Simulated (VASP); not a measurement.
Here is a VASP 6.6.1 calculation.

Contents of POSCAR:

```
Ir
1.0
    2.6906838245      0.0000000000      0.0000000000
   -1.3453419122      2.3302005455      0.0000000000
    0.0000000000      0.0000000000      4.3277730178
Ir
2
Direct
    0.6666666667      0.3333333333      0.7500000000
    0.3333333333      0.6666666667      0.2500000000
```

The input INCAR.step1:

```
SYSTEM = Ir
ALGO = Normal
EDIFF = 1E-5
ENCUT = 620
GGA = PE
GGA_COMPAT = .False.
ISMEAR = 0
LASPH = .True.
LCHARG = .False.
LREAL = .False.
LWAVE = .True.
NBANDS = 24
NELM = 120
PREC = Accurate
SIGMA = 0.1
```

The input INCAR.step2:

```
SYSTEM = Ir
ALGO = Normal
EDIFF = 1E-6
ENCUT = 620
GGA_COMPAT = .False.
ISIF = 2
ISMEAR = 0
ISTART = 1
LASPH = .True.
LCHARG = .False.
LMIXTAU = .True.
LREAL = .False.
LWAVE = .False.
METAGGA = R2SCAN
NBANDS = 24
NELM = 120
PREC = Accurate
SIGMA = 0.1
```

File KPOINTS:

```
k-points
0
Gamma
  6 6 4
  0 0 0
```

Potentials or basis: VASP PAW PBE potentials, release 64 (Ir_sv_GW).

Command:

```bash
$ cat potpaw_PBE.64/Ir_sv_GW/POTCAR > POTCAR
$ cp INCAR.step1 INCAR
$ mpirun -np 1 vasp_std > vasp.out
$ cp INCAR.step2 INCAR
$ mpirun -np 1 vasp_std > vasp.out
```

(1) Predict the band gap on the k mesh.

(2) Predict the pressure.

Results:

(1) zero (bands 17 and 18 overlap by 3.73 eV).

(2) 20.2 GPa.

Caveat: the k points lie up to 0.45 Å⁻¹ apart, too coarse for converged energies and pressures of a metal; the PAW data sets were made with another functional, which shifts forces and pressure a little; spin-orbit coupling is left out, which moves the levels of the heavy elements.
